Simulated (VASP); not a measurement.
# CdS (Hawleyite) (F-43m) in VASP: notebook

CdS (Hawleyite) is run at these levels: PBE+D3(BJ); tasks: single point.

Program: VASP 6.6.1. These are calculated values, not measurements. Logs are shortened: lines on timing, memory, paths and dates and some standing lists are left out, and cuts for length are marked.

### Step 1. The cell of the first run

It takes space group F-43m (No. 216, cubic). The conventional cell has a = 5.632 Å, b = 5.632 Å, c = 5.632 Å, α = 90.00°, β = 90.00°, γ = 90.00°. Cd (site symmetry -43m) has 4 S at 2.44 Å within 3.2 Å. Within 3.2 Å of S (site symmetry -43m) lie 4 Cd at 2.44 Å.

### Step 2. Single point, PBE+D3(BJ)

INCAR reads:

```
SYSTEM = CdS
ALGO = Normal ; EDIFF = 1E-6
ENCUT = 520 ; GGA = PE
ISIF = 2 ; ISMEAR = 1
IVDW = 12 ; LASPH = .TRUE.
LCHARG = .FALSE. ; LREAL = .FALSE.
LWAVE = .FALSE. ; NBANDS = 16
NELM = 80 ; PREC = Accurate
SIGMA = 0.1
```

KPOINTS reads:

```
k-points
0
G
  6 6 6
  0 0 0
```

POSCAR reads:

```
CdS
1.0
    0.0000000000      2.8158497902      2.8158497902
    2.8158497902      0.0000000000      2.8158497902
    2.8158497902      2.8158497902      0.0000000000
Cd S
1 1
Direct
    0.0000000000      0.0000000000      0.0000000000
    0.2500000000      0.2500000000      0.2500000000
```

Potentials or basis: VASP PAW PBE potentials, release 64 (Cd, S).

On the command line:

```
$ cat potpaw_PBE.64/Cd/POTCAR potpaw_PBE.64/S/POTCAR > POTCAR
$ mpirun -np 1 vasp_std > vasp.out
```

OUTCAR:

```text
SYSTEM = CdS
   EDIFF = 1E-6
   ENCUT = 520
   GGA = PE
   ISIF = 2
   ISMEAR = 1
   IVDW = 12
   LASPH = .TRUE.
   LREAL = .FALSE.
   NELM = 80
   PREC = Accurate
 IVDW          = 12

 ion  position               nearest neighbor table
   1  0.000  0.000  0.000-   2 2.44   2 2.44   2 2.44   2 2.44
   2  0.250  0.250  0.250-   1 2.44   1 2.44   1 2.44   1 2.44

  LATTYP: Found a face centered cubic cell.
 ALAT       =     5.6316995804

  Lattice vectors:

 A1 = (   0.0000000000,   2.8158497902,   2.8158497902)
 A2 = (   2.8158497902,   0.0000000000,   2.8158497902)
 A3 = (   2.8158497902,   2.8158497902,   0.0000000000)

Analysis of symmetry for initial positions (statically):
=====================================================================
 Subroutine PRICEL returns:
 Original cell was already a primitive cell.

 Routine SETGRP: Setting up the symmetry group for a
 face centered cubic supercell.

 Subroutine GETGRP returns: Found 24 space group operations
 (whereof 24 operations were pure point group operations)
 out of a pool of 48 trial point group operations.

The static configuration has the point symmetry T_d .

Analysis of symmetry for dynamics (positions and initial velocities):
=====================================================================
 Subroutine PRICEL returns:
 Original cell was already a primitive cell.

 Routine SETGRP: Setting up the symmetry group for a
 face centered cubic supercell.

 Subroutine GETGRP returns: Found 24 space group operations
 (whereof 24 operations were pure point group operations)
 out of a pool of 48 trial point group operations.

The dynamic configuration has the point symmetry T_d .

 Subroutine INISYM returns: Found 24 space group operations
 (whereof 24 operations are pure point group operations),
 and found     1 'primitive' translations

----------------------------------------------------------------------------------------

                                     Primitive cell

  volume of cell :      44.6538

  direct lattice vectors                    reciprocal lattice vectors
     0.000000000  2.815849790  2.815849790    -0.177566290  0.177566290  0.177566290
     2.815849790  0.000000000  2.815849790     0.177566290 -0.177566290  0.177566290
     2.815849790  2.815849790  0.000000000     0.177566290  0.177566290 -0.177566290

  length of vectors
     3.982212963  3.982212963  3.982212963     0.307553836  0.307553836  0.307553836

  position of ions in fractional coordinates (direct lattice)
[... 70 lines left out ...]
   EDIFF  = 0.1E-05   stopping-criterion for ELM
   LREAL  =      F    real-space projection
   EDIFFG = 0.1E-04   stopping-criterion for IOM
   NSW    =      0    number of steps for IOM
   IBRION =     -1    ionic relax: 0-MD 1-quasi-New 2-CG
   NFREE  =      0    steps in history (QN), initial steepest desc. (CG)
   ISIF   =      2    stress and relaxation
   ISYM   =      2    0-nonsym 1-usesym 2-fastsym
   POTIM  = 0.5000    time-step for ionic-motion
   TEBEG  =    0.0;   TEEND  =   0.0 temperature during run
   PSTRESS=    0.0 pullay stress
   NELECT =      18.0000    total number of electrons
   NUPDOWN=      -1.0000    fix difference up-down
   EMIN   =  10.00;   EMAX   =-10.00  energy-range for DOS
   EFERMI =   0.00;   METHOD = LEGACY
   ISMEAR =     1;   SIGMA  =   0.10  broadening in eV -4-tet -1-fermi 0-gaus
   EFERMI_NEDOS =   21; number of points for ismear=-14 and -15
   IALGO  =     38    algorithm
   IMIX   =      4    mixing-type and parameters
     AMIX     =   0.40;   BMIX     =  1.00
     AMIX_MAG =   1.60;   BMIX_MAG =  1.00
  volume/ion in A,a.u.               =      22.33       150.67
  Fermi-wavevector in a.u.,A,eV,Ry     =   1.209334  2.285309 19.898360  1.462488
  Thomas-Fermi vector in A             =   2.344914
   LORBIT       =      0    0 simple, 1 ext, 2 COOP (PROOUT), +10 PAW based schemes
   GGA     = PE    functional components
   LHFCALC =     F    Hartree Fock is set to
   AEXX    =    0.0000 exact exchange contribution
   IVDW    =    12    specifies the selected vdW correction
   LEPSILON=     F    determine dielectric tensor
   LRPA    =     F    only Hartree local field effects (RPA)
 non-spin polarized calculation
 Methfessel and Paxton  Order N= 1 SIGMA  =   0.10
  energy-cutoff  :      520.00
  volume of cell :       44.65
 maximum number of plane-waves:      1243
 NGX is ok and might be reduce to    30
   NGX = 15   NGY = 15   NGZ = 15

 number of electron      17.9999993 magnetization

 Free energy of the ion-electron system (eV)
  ---------------------------------------------------
  ext. energy  EPLUGINS =         0.00000000
  ---------------------------------------------------
  free energy    TOTEN  =        -5.89203172 eV

  energy without entropy =       -5.89211268  energy(sigma->0) =       -5.89205870

 E-fermi :   2.3768     XC(G=0):  -9.6529

 val. band max:        2.2926028261   @ k =   0.0000   0.0000   0.0000
 cond. band min:       3.6630526559   @ k =   0.0000   0.0000   0.0000
 fundamental gap:      1.3704498298
 Fermi energy:         2.3767644358

 k-point     1 :       0.0000    0.0000    0.0000
  band No.  band energies     occupation
      1     -10.7909      2.00000
      2      -5.8986      2.00000
      3      -5.8986      2.00000
      4      -5.8986      2.00000
      5      -5.2593      2.00000
      6      -5.2593      2.00000
[... 281 lines left out ...]
      3      -5.5339      2.00000
      4      -5.3684      2.00000
      5      -5.2053      2.00000
      6      -4.5006      2.00000
[... 8 lines left out ...]
     15      15.8018      0.00000
     16      15.9911      0.00000

------------------------ aborting loop because EDIFF is reached ----------------------------------------

 Edisp (eV)   -0.68996

 E8    (eV) :    -0.2823

  FORCE on cell =-STRESS in cart. coord.  units (eV):
  Direction    XX          YY          ZZ          XY          YZ          ZX
  --------------------------------------------------------------------------------------
  -------------------------------------------------------------------------------------
  Total       2.63460     2.63460     2.63460     0.00000     0.00000     0.00000
  in kB      94.52938    94.52938    94.52938     0.00000     0.00000     0.00000
  external pressure =       94.53 kB  Pullay stress =        0.00 kB

 VOLUME and BASIS-vectors are now :
 -----------------------------------------------------------------------------
  energy-cutoff  :      520.00
  volume of cell :       44.65
      direct lattice vectors                 reciprocal lattice vectors
     0.000000000  2.815849790  2.815849790    -0.177566290  0.177566290  0.177566290
     2.815849790  0.000000000  2.815849790     0.177566290 -0.177566290  0.177566290
     2.815849790  2.815849790  0.000000000     0.177566290  0.177566290 -0.177566290

 POSITION                                       TOTAL-FORCE (eV/Angst)
 -----------------------------------------------------------------------------------
      0.00000      0.00000      0.00000        -0.000000     -0.000000     -0.000000
      1.40792      1.40792      1.40792         0.000000      0.000000      0.000000
 -----------------------------------------------------------------------------------
    total drift:                               -0.000000     -0.000000     -0.000000

  FREE ENERGIE OF THE ION-ELECTRON SYSTEM (eV)
  ---------------------------------------------------
  free  energy   TOTEN  =        -6.5819867289 eV

  energy  without entropy=       -6.5820676871  energy(sigma->0) =       -6.58201371
```

OSZICAR:

```text
N       E                     dE             d eps       ncg     rms          rms(c)
DAV:   1     0.110454977590E+03    0.11045E+03   -0.91242E+03   528   0.104E+03
DAV:   2    -0.240493192235E+01   -0.11286E+03   -0.10718E+03   624   0.261E+02
DAV:   3    -0.641226916440E+01   -0.40073E+01   -0.40020E+01   624   0.515E+01
DAV:   4    -0.643444207673E+01   -0.22173E-01   -0.22171E-01   648   0.377E+00
DAV:   5    -0.643470898250E+01   -0.26691E-03   -0.26690E-03   624   0.392E-01    0.103E+01
DAV:   6    -0.591588434517E+01    0.51882E+00   -0.79538E-01   776   0.125E+01    0.791E+00
DAV:   7    -0.589186570756E+01    0.24019E-01   -0.23682E-01   640   0.340E+00    0.352E+00
DAV:   8    -0.589203381369E+01   -0.16811E-03   -0.24255E-02   624   0.208E+00    0.416E-01
DAV:   9    -0.589189861520E+01    0.13520E-03   -0.27645E-03   592   0.854E-01    0.718E-02
DAV:  10    -0.589197208300E+01   -0.73468E-04   -0.25598E-04   632   0.204E-01    0.529E-02
DAV:  11    -0.589203123376E+01   -0.59151E-04   -0.81450E-05   576   0.780E-02    0.165E-02
DAV:  12    -0.589203105392E+01    0.17984E-06   -0.21608E-05   656   0.660E-02    0.890E-03
DAV:  13    -0.589203171707E+01   -0.66315E-06   -0.34481E-06   624   0.217E-02
   1 F= -.65819867E+01 E0= -.65820137E+01  d E =0.809582E-04
```

stdout:

```text
POSCAR found type information on POSCAR CdS
 POSCAR found :  2 types and       2 ions
 scaLAPACK will be used
 LDA part: xc-table for (Slater+PW92), standard interpolation
 POSCAR, INCAR and KPOINTS ok, starting setup
 FFT: planning ... GRIDC
 FFT: planning ... GRID_SOFT
 FFT: planning ... GRID
 WAVECAR not read
 entering main loop
```

Wall time 9 s (1 thread of Intel Xeon 6975P-C, shared host); peak memory 0.18 GiB.

Results:

* Free energy: -6.5820 eV
* Pressure: 9.5 GPa
* Band gap on the k mesh: 1.37 eV, direct
* Dispersion energy per atom: -0.345 eV

### Step 3. Single point, PBE+D3(BJ)

This run uses another cell than the first one, of 22.95 Å³/atom, 1.028 times its volume.

INCAR reads:

```
SYSTEM = CdS
PREC     = Accurate       ! precision mode
ENCUT    = 520            ! plane-wave cutoff, eV
EDIFF    = 1E-6           ! SCF threshold, eV
ISMEAR   = 1              ! smearing method
SIGMA    = 0.1            ! smearing width, eV
LREAL    = .FALSE.        ! projectors in reciprocal space
LASPH    = .TRUE.         ! aspherical terms in the spheres
NELM     = 60             ! most SCF steps
ALGO     = Normal         ! electronic algorithm
ISIF     = 2              ! what is computed and relaxed
LWAVE    = .FALSE.        ! write WAVECAR
LCHARG   = .TRUE.         ! write CHGCAR
GGA      = PE             ! functional
IVDW     = 12             ! dispersion correction
LELF     = .TRUE.         ! ELF
LVHAR    = .TRUE.       
NBANDS   = 16             ! bands
```

KPOINTS reads:

```
regular mesh
0
G
  6 6 6
  0 0 0
```

POSCAR reads:

```
CdS
1.0
    0.0000000000      2.8416847176      2.8416847176
    2.8416847176      0.0000000000      2.8416847176
    2.8416847176      2.8416847176      0.0000000000
Cd S
1 1
Direct
    0.0000000000      0.0000000000      0.0000000000
    0.2500000000      0.2500000000      0.2500000000
```

Potentials or basis: VASP PAW PBE potentials, release 64 (Cd, S).

On the command line:

```
$ cat potpaw_PBE.64/Cd/POTCAR potpaw_PBE.64/S/POTCAR > POTCAR
$ mpirun -np 1 vasp_std > vasp.out
```

It took 9.5 s on 1 thread of Intel Xeon 6975P-C, shared host; peak memory 0.18 GiB.

The run converged. Its results:

| Quantity | Value |
| --- | --- |
| Free energy | -6.6452 eV |
| Pressure | 6.9 GPa |
| Band gap on the k mesh | 1.31 eV, direct |
| Dispersion energy per atom | -0.335 eV |

Levels at points of the mesh, in eV from the valence-band top:
```tsv
k point	band 6	band 7	band 8	band 9	band 10	band 11	band 12	band 13
(0.00, 0.00, 0.00)	-7.46	0.00	0.00	0.00	1.31	6.51	6.51	6.51
(0.50, 0.00, 0.00)	-7.01	-4.91	-0.87	-0.87	3.12	7.00	7.00	7.70
(0.50, 0.50, 0.00)	-6.94	-4.31	-2.17	-2.17	3.41	4.42	9.58	11.25
```

A hybrid or GW would open this gap; PBE tends to underestimate it.
